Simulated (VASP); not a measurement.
Input of a VASP 6.6.1 run:

POSCAR

```
Ni
1.0
    0.0000000000      1.7793500000      1.7793500000
    1.7793500000      0.0000000000      1.7793500000
    1.7793500000      1.7793500000      0.0000000000
Ni
1
Direct
    0.0000000000      0.0000000000      0.0000000000
```

File INCAR.step1:

```
SYSTEM = Ni
ALGO = Normal
EDIFF = 1E-5
ENCUT = 660
GGA = PE
GGA_COMPAT = .FALSE.
ISMEAR = 0
LASPH = .TRUE.
LCHARG = .FALSE.
LREAL = .FALSE.
LWAVE = .TRUE.
NBANDS = 11
NELM = 120
PREC = Accurate
SIGMA = 0.1
```

Contents of INCAR.step2:

```
SYSTEM = Ni
ALGO = Normal
EDIFF = 1E-6
ENCUT = 660
GGA_COMPAT = .FALSE.
ISIF = 2
ISMEAR = 0
ISTART = 1
LASPH = .TRUE.
LCHARG = .FALSE.
LMIXTAU = .TRUE.
LREAL = .FALSE.
LWAVE = .FALSE.
METAGGA = R2SCAN
NBANDS = 11
NELM = 120
PREC = Accurate
SIGMA = 0.1
```

The input KPOINTS:

```
k-points
0
G
  7 7 7
  0 0 0
```

Potentials or basis: VASP PAW PBE potentials, release 64 (Ni).

Launch:

```console
$ cat potpaw_PBE.64/Ni/POTCAR > POTCAR
$ cp INCAR.step1 INCAR
$ mpirun -np 1 vasp_std > vasp.out
$ cp INCAR.step2 INCAR
$ mpirun -np 1 vasp_std > vasp.out
```

**Question.** Predict the band gap on the k mesh.

**Answer.** Zero (bands 5 and 6 overlap by 0.94 eV).

**Question.** Estimate the pressure.

**Answer.** -15.1 GPa.

Caveat: the k points lie up to 0.44 Å⁻¹ apart, too coarse for converged energies and pressures of a metal; the PAW data sets were made with another functional, which shifts forces and pressure a little; the run has no spin polarisation, though such a crystal can be magnetic. Spin polarisation is off, so any magnetic state and its effect on volume and gap are missing.
